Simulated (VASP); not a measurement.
# Si3N4 (Fd-3m) in VASP: single point with r2SCAN

Aim: the single point of Si3N4 with r2SCAN.

The COD entry that gives the cell may itself be a prediction, so a difference from it is no test against experiment.

All numbers are computed with VASP 6.6.1; they aren't measurements. Logs are shortened: lines on timing, memory, paths and dates and some standing lists are left out, and cuts for length are marked.

**1. The cell of the first run**

The structure is cubic, space group Fd-3m (No. 227). The conventional cell has a = 7.446 Å, b = 7.446 Å, c = 7.446 Å, α = 90.00°, β = 90.00°, γ = 90.00°. Si (site symmetry -3m) has 6 N at 1.81 Å within 2.4 Å. Within 2.3 Å of Si (site symmetry -43m) lie 4 N at 1.70 Å. N (site symmetry 3m) has 4 Si at 1.70 to 1.81 Å within 2.3 Å.

**2. Single point, r2SCAN**

File POSCAR:

```
Si3N4
1.0
    0.0000000000      3.7231025000      3.7231025000
    3.7231025000      0.0000000000      3.7231025000
    3.7231025000      3.7231025000      0.0000000000
Si N
6 8
Direct
    0.1250000000      0.1250000000      0.1250000000
    0.6250000000      0.1250000000      0.1250000000
    0.1250000000      0.1250000000      0.6250000000
    0.1250000000      0.6250000000      0.1250000000
    0.5000000000      0.5000000000      0.5000000000
    0.7500000000      0.7500000000      0.7500000000
    0.8818845268      0.8818845268      0.8818845268
    0.8956535805      0.3681154732      0.3681154732
    0.8818845268      0.8818845268      0.3543464195
    0.3681154732      0.8956535805      0.3681154732
    0.3543464195      0.8818845268      0.8818845268
    0.3681154732      0.3681154732      0.3681154732
    0.8818845268      0.3543464195      0.8818845268
    0.3681154732      0.3681154732      0.8956535805
```

File INCAR.step1:

```
SYSTEM = Si3N4
PREC     = Accurate       ! precision mode
ENCUT    = 520            ! plane-wave cutoff, eV
ISMEAR   = 0              ! smearing method
SIGMA    = 0.01           ! smearing width, eV
LREAL    = .False.        ! projectors in reciprocal space
LASPH    = .True.         ! aspherical terms in the spheres
NELM     = 80             ! most SCF steps
NBANDS   = 45             ! bands
GGA      = PE             ! functional
ALGO     = Normal         ! electronic algorithm
EDIFF    = 1E-4           ! SCF threshold, eV
LWAVE    = .True.         ! write WAVECAR
LCHARG   = .False.        ! write CHGCAR
```

File INCAR.step2:

```
SYSTEM = Si3N4
PREC     = Accurate       ! precision mode
ENCUT    = 520            ! plane-wave cutoff, eV
EDIFF    = 1E-7           ! SCF threshold, eV
ISMEAR   = 0              ! smearing method
SIGMA    = 0.01           ! smearing width, eV
LREAL    = .False.        ! projectors in reciprocal space
LASPH    = .True.         ! aspherical terms in the spheres
NELM     = 80             ! most SCF steps
ALGO     = Normal         ! electronic algorithm
ISIF     = 2              ! what is computed and relaxed
LWAVE    = .False.        ! write WAVECAR
LCHARG   = .True.         ! write CHGCAR
METAGGA  = R2SCAN         ! meta-GGA
LMIXTAU  = .True.       
LELF     = .True.         ! ELF
LVHAR    = .True.       
NBANDS   = 45             ! bands
ISTART   = 1
```

File KPOINTS:

```
regular mesh
0
Gamma
  5 5 5
  0 0 0
```

Potentials or basis: VASP PAW PBE potentials, release 64 (Si, N).

Started as:

```console
cat potpaw_PBE.64/Si/POTCAR potpaw_PBE.64/N/POTCAR > POTCAR
cp INCAR.step1 INCAR
mpirun -np 1 vasp_std > vasp.out
cp INCAR.step2 INCAR
mpirun -np 1 vasp_std > vasp.out
```

OUTCAR:

```text
SYSTEM = Si3N4
   PREC = Accurate
   ENCUT = 520
   EDIFF = 1E-7
   ISMEAR = 0
   LREAL = .False.
   LASPH = .True.
   NELM = 80
   ISIF = 2
   METAGGA = R2SCAN
   ISTART = 1

 ion  position               nearest neighbor table
   1  0.125  0.125  0.125-   8 1.81   9 1.81  10 1.81  11 1.81  13 1.81  14 1.81   2 2.63   3 2.63
                             4 2.63   3 2.63   4 2.63   2 2.63   6 3.09   5 3.09   6 3.09   5 3.09
   2  0.625  0.125  0.125-   9 1.81  10 1.81  13 1.81  14 1.81   7 1.81  12 1.81   1 2.63   3 2.63
                             4 2.63   1 2.63   3 2.63   4 2.63   5 3.09   6 3.09   5 3.09   6 3.09
   3  0.125  0.125  0.625-   8 1.81  10 1.81  11 1.81  13 1.81  12 1.81   7 1.81   1 2.63   1 2.63
                             2 2.63   4 2.63   4 2.63   2 2.63   6 3.09   6 3.09   6 3.09   5 3.09
   4  0.125  0.625  0.125-   8 1.81   9 1.81  11 1.81  14 1.81  12 1.81   7 1.81   1 2.63   3 2.63
                             1 2.63   2 2.63   3 2.63   2 2.63   5 3.09   6 3.09   6 3.09   6 3.09
   5  0.500  0.500  0.500-  12 1.70  10 1.70   8 1.70  14 1.70   2 3.09   3 3.09   1 3.09   2 3.09
                             4 3.09   2 3.09   3 3.09   4 3.09   1 3.09   3 3.09   4 3.09   1 3.09
   6  0.750  0.750  0.750-   7 1.70   9 1.70  11 1.70  13 1.70   3 3.09   4 3.09   2 3.09   1 3.09
                             2 3.09   4 3.09   1 3.09   2 3.09   3 3.09   1 3.09   3 3.09   4 3.09
   7  0.882  0.882  0.882-   6 1.70   3 1.81   4 1.81   2 1.81
   8  0.896  0.368  0.368-   5 1.70   4 1.81   3 1.81   1 1.81
   9  0.882  0.882  0.354-   6 1.70   4 1.81   2 1.81   1 1.81
  10  0.368  0.896  0.368-   5 1.70   3 1.81   2 1.81   1 1.81
  11  0.354  0.882  0.882-   6 1.70   4 1.81   3 1.81   1 1.81
  12  0.368  0.368  0.368-   5 1.70   3 1.81   4 1.81   2 1.81
  13  0.882  0.354  0.882-   6 1.70   3 1.81   2 1.81   1 1.81
  14  0.368  0.368  0.896-   5 1.70   4 1.81   2 1.81   1 1.81

  LATTYP: Found a face centered cubic cell.
 ALAT       =     7.4462050000

  Lattice vectors:

 A1 = (   0.0000000000,   3.7231025000,   3.7231025000)
 A2 = (   3.7231025000,   0.0000000000,   3.7231025000)
 A3 = (   3.7231025000,   3.7231025000,   0.0000000000)

Analysis of symmetry for initial positions (statically):
=====================================================================
 Subroutine PRICEL returns:
 Original cell was already a primitive cell.

 Routine SETGRP: Setting up the symmetry group for a
 face centered cubic supercell.

 Subroutine GETGRP returns: Found 48 space group operations
 (whereof 24 operations were pure point group operations)
 out of a pool of 48 trial point group operations.

The static configuration has the point symmetry T_d .
 The point group associated with its full space group is O_h .

Analysis of symmetry for dynamics (positions and initial velocities):
=====================================================================
 Subroutine PRICEL returns:
[... 142 lines left out ...]
  Thomas-Fermi vector in A             =   2.519400
   LORBIT       =      0    0 simple, 1 ext, 2 COOP (PROOUT), +10 PAW based schemes
   METAGGA = R2SCAN    functional components
   LHFCALC =     F    Hartree Fock is set to
   AEXX    =    0.0000 exact exchange contribution
   IVDW    =     0    specifies the selected vdW correction
   LEPSILON=     F    determine dielectric tensor
   LRPA    =     F    only Hartree local field effects (RPA)
 non-spin polarized calculation
 Gauss-broadening in eV      SIGMA  =   0.01
  energy-cutoff  :      520.00
  volume of cell :      103.22
 maximum number of plane-waves:      2812
   NGX = 19   NGY = 19   NGZ = 19

 number of electron      63.9999989 magnetization

 Free energy of the ion-electron system (eV)
  ---------------------------------------------------
  ext. energy  EPLUGINS =         0.00000000
  ---------------------------------------------------
  free energy    TOTEN  =      -140.20889544 eV

  energy without entropy =     -140.20889544  energy(sigma->0) =     -140.20889544

 E-fermi :  10.8117     XC(G=0): -13.5190

 val. band max:       10.7638976087   @ k =   0.0000   0.0000   0.0000
 cond. band min:      15.2834295434   @ k =   0.0000   0.0000   0.0000
 fundamental gap:      4.5195319347
 Fermi energy:        10.8116563998

 k-point     1 :       0.0000    0.0000    0.0000
  band No.  band energies     occupation
      1     -10.3196      2.00000
      2      -6.4789      2.00000
      3      -5.4767      2.00000
      4      -5.4767      2.00000
      5      -5.4767      2.00000
      6      -4.2626      2.00000
[... 459 lines left out ...]
     43      22.6556      0.00000
     44      23.1127      0.00000
 [bands above 44 left out]

------------------------ aborting loop because EDIFF is reached ----------------------------------------

  FORCE on cell =-STRESS in cart. coord.  units (eV):
  Direction    XX          YY          ZZ          XY          YZ          ZX
  --------------------------------------------------------------------------------------
  -------------------------------------------------------------------------------------
  Total       29.3576716     29.3576716     29.3576716      0.0000000      0.0000000     -0.0000000
  in kB      455.7085910    455.7085910    455.7085910      0.0000000      0.0000000     -0.0000000
  external PRESSURE =     455.7085910 kB  Pullay stress =       0.0000000 kB

 VOLUME and BASIS-vectors are now :
 -----------------------------------------------------------------------------
  energy-cutoff  :      520.00
  volume of cell :      103.22
      direct lattice vectors                 reciprocal lattice vectors
     0.000000000  3.723102500  3.723102500    -0.134296598  0.134296598  0.134296598
     3.723102500  0.000000000  3.723102500     0.134296598 -0.134296598  0.134296598
     3.723102500  3.723102500  0.000000000     0.134296598  0.134296598 -0.134296598

 POSITION                                       TOTAL-FORCE (eV/Angst)
 -----------------------------------------------------------------------------------
      0.93078      0.93078      0.93078         0.000000      0.000000      0.000000
      0.93078      2.79233      2.79233         0.000000      0.000000      0.000000
      2.79233      2.79233      0.93078         0.000000      0.000000      0.000000
      2.79233      0.93078      2.79233         0.000000      0.000000      0.000000
      3.72310      3.72310      3.72310         0.000000      0.000000      0.000000
      5.58465      5.58465      5.58465         0.000000      0.000000      0.000000
      6.56669      6.56669      6.56669        -0.015638     -0.015638     -0.015638
      2.74106      4.70514      4.70514         0.015638     -0.015638     -0.015638
      4.60261      4.60261      6.56669         0.015638      0.015638     -0.015638
      4.70514      2.74106      4.70514        -0.015638      0.015638     -0.015638
      6.56669      4.60261      4.60261        -0.015638      0.015638      0.015638
      2.74106      2.74106      2.74106         0.015638      0.015638      0.015638
      4.60261      6.56669      4.60261         0.015638     -0.015638      0.015638
      4.70514      4.70514      2.74106        -0.015638     -0.015638      0.015638
 -----------------------------------------------------------------------------------
    total drift:                                0.000000      0.000000      0.000000

  FREE ENERGIE OF THE ION-ELECTRON SYSTEM (eV)
  ---------------------------------------------------
  free  energy   TOTEN  =      -140.2088954411 eV

  energy  without entropy=     -140.2088954411  energy(sigma->0) =     -140.20889544
```

OUTCAR.step1:

```text
SYSTEM = Si3N4
   PREC = Accurate
   ENCUT = 520
   ISMEAR = 0
   LREAL = .False.
   LASPH = .True.
[... 730 lines left out ...]
      2.74106      2.74106      2.74106         0.039546      0.039546      0.039546
      4.60261      6.56669      4.60261         0.039546     -0.039546      0.039546
      4.70514      4.70514      2.74106        -0.039546     -0.039546      0.039546
 -----------------------------------------------------------------------------------
    total drift:                                0.000000      0.000000      0.000000

  FREE ENERGIE OF THE ION-ELECTRON SYSTEM (eV)
  ---------------------------------------------------
  free  energy   TOTEN  =      -110.3148484383 eV

  energy  without entropy=     -110.3148484383  energy(sigma->0) =     -110.31484844
```

OSZICAR.step1:

```text
N       E                     dE             d eps       ncg     rms          rms(c)
DAV:   1     0.266772304961E+03    0.26677E+03   -0.33466E+04   900   0.137E+03
DAV:   2    -0.108230498349E+03   -0.37500E+03   -0.35674E+03  1123   0.297E+02
DAV:   3    -0.124999384485E+03   -0.16769E+02   -0.16658E+02  1128   0.642E+01
DAV:   4    -0.125157696155E+03   -0.15831E+00   -0.15800E+00  1136   0.676E+00
DAV:   5    -0.125160122328E+03   -0.24262E-02   -0.24237E-02  1096   0.760E-01    0.308E+01
DAV:   6    -0.110650598691E+03    0.14510E+02   -0.43312E+01  1049   0.281E+01    0.145E+01
DAV:   7    -0.110343853390E+03    0.30675E+00   -0.35033E+00  1160   0.828E+00    0.643E+00
DAV:   8    -0.110315459979E+03    0.28393E-01   -0.16479E-01  1052   0.182E+00    0.200E+00
DAV:   9    -0.110314233286E+03    0.12267E-02   -0.26834E-02  1088   0.884E-01    0.305E-01
DAV:  10    -0.110314737882E+03   -0.50460E-03   -0.10524E-03  1089   0.169E-01    0.111E-01
DAV:  11    -0.110314842801E+03   -0.10492E-03   -0.23421E-04   795   0.833E-02    0.452E-02
DAV:  12    -0.110314848438E+03   -0.56373E-05   -0.23336E-05   580   0.229E-02
   1 F= -.11031485E+03 E0= -.11031485E+03  d E =-.218232E-14
```

Run time: 7.9 min. Hardware: 1 thread of AMD EPYC 7R13, shared host; peak memory 0.23 GiB.

What came out:

* Free energy: -140.2089 eV
* Pressure: 45.6 GPa
* Largest force: 0.027 eV/Å
* Band gap on the k mesh: 4.52 eV, direct

Forces in eV/Å, atoms in the order of the input:
```
Si   0.000  0.000  0.000
Si   0.000  0.000  0.000
Si   0.000  0.000  0.000
Si   0.000  0.000  0.000
Si   0.000  0.000  0.000
Si   0.000  0.000  0.000
N   -0.016 -0.016 -0.016
N    0.016 -0.016 -0.016
N    0.016  0.016 -0.016
N   -0.016  0.016 -0.016
N   -0.016  0.016  0.016
N    0.016  0.016  0.016
N    0.016 -0.016  0.016
N   -0.016 -0.016  0.016
```

Caveat: the PAW data sets were made with another functional, which shifts forces and pressure a little. r2SCAN opens gaps a little over a GGA but as a rule still falls short of measured ones.
